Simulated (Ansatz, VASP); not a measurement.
**One calculation of TaN, two programs**

```
CELL_PARAMETERS angstrom
0.00000 2.17900 2.17900
2.17900 0.00000 2.17900
2.17900 2.17900 0.00000
ATOMIC_POSITIONS crystal
Ta 0.50000 0.50000 0.50000
N 0.00000 0.00000 0.00000
```

Alike in both runs: task single point; functional PBE; k mesh 9 × 9 × 9; occupations fermi-dirac, width 0.02 eV; non-collinear spin, spin-orbit coupling.

```csv
,VASP,Ansatz
version,VASP 6.6.1,Ansatz 0.2.0
potentials or method,"VASP PAW PBE potentials, release 64 (Ta_pv, N), cutoff 520 eV",all-electron LAPW
```

Ansatz gave:

```
pressure (GPa)           : 14.4
net moment per atom (μB) : 0.00
```

**Question.** What did VASP give for the same quantities?

**Answer.** Pressure (GPa): 16.1; net moment per atom (μB): 0.00.

Ansatz ran all-electron here, and VASP with PAW potentials.
